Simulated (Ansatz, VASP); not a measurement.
# Two plane-wave programs on CrO2

```
Cr O
1.0
     4.42100    0.00000    0.00000
     0.00000    4.42100    0.00000
     0.00000    0.00000    2.91700
Cr O
2 4
Direct
  0.00000 0.00000 0.00000
  0.50000 0.50000 0.50000
  0.30100 0.30100 0.00000
  0.19900 0.80100 0.50000
  0.69900 0.69900 0.00000
  0.80100 0.19900 0.50000
```

Alike in both runs: task single point; functional LDA; k mesh 4 × 4 × 6; occupations gaussian, width 0.05 eV; collinear spin; Hubbard terms Cr d U = 8.0 eV.

|  | VASP | Ansatz |
| --- | --- | --- |
| version | VASP 6.6.1 | Ansatz 0.2.0 |
| potentials or method | VASP PAW LDA potentials, release 64 (Cr_pv, O), cutoff 520 eV | scalar-relativistic, plane waves, PAW |
| valence electrons in the cell | 48 | 52 |

```csv
,VASP,Ansatz,Ansatz less VASP
pressure (GPa),4.0,6.6,+2.60
"traceless stress, the component that is largest in VASP (GPa)",3.74,1.71,-2.028
rms of the force components (eV/Å),0.103,0.121,+0.0188
net moment per atom (μB),0.67,0.67,0.000
size of the moment on the site where the two differ most (μB),2.52,2.27,-0.253
```

LDA's correlation is that of Perdew and Zunger in VASP and of Perdew and Wang (1992) in Ansatz. Site moments also hang on the region over which each program counts them. The programs project onto different local orbitals, so the same U acts differently, and such runs can settle in different states. Atom by atom the forces differ by 0.224 eV/Å (rms over components). VASP's potentials hold 48 valence electrons a cell and Ansatz's 52, so a difference there can come from the potentials and not from the codes. Ansatz's warnings: filled band counts differ across k points.
